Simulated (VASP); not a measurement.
Crystal: TiC.

```xyz
2
Lattice="0.0000 2.1657 2.1657 2.1657 0.0000 2.1657 2.1657 2.1657 0.0000" Properties=species:S:1:pos:R:3 pbc="T T T"
Ti    0.0000    0.0000    0.0000
C     2.1657    2.1657    2.1657
```

```yaml
Program: VASP 6.6.1
Task: relaxation of cell and atoms
Functional: PBE
Potentials_or_basis: VASP PAW PBE potentials, release 64 (Ti_sv, C)
Cutoff: 600 eV
k_mesh: 11 × 11 × 11
Occupations: fermi-dirac, width 0.05 eV
Spin: no spin polarisation
Hubbard_terms: Ti d U = 8.0 eV
```

At the start: pressure 23.8 GPa; volume 10.16 Å³/atom.

**Question.** Where does the relaxation end?

**Answer.** Over 4 steps the energy falls by 64.1 meV/atom and the volume is 11.09 Å³/atom (+9.1 %); space group Fm-3m (No. 225, to 0.05 Å).

Step by step:
```csv
step,energy change (eV),largest force (eV/Å),pressure (GPa),volume (Å³)
1,0.0000,0.0000,23.81,20.32
2,0.0956,0.0000,-22.15,25.09
3,-0.1281,0.0000,-0.60,22.23
4,-0.1282,0.0000,0.00,22.17
```

Final structure:
```xyz
2
Lattice="0.0000 2.2298 2.2298 2.2298 0.0000 2.2298 2.2298 2.2298 0.0000" Properties=species:S:1:pos:R:3 pbc="T T T"
Ti    0.0000    0.0000    0.0000
C     2.2298    2.2298    2.2298
```

Caveat: U without spin polarisation on a metal has little footing; the U is typed as a test and isn't derived for this compound.
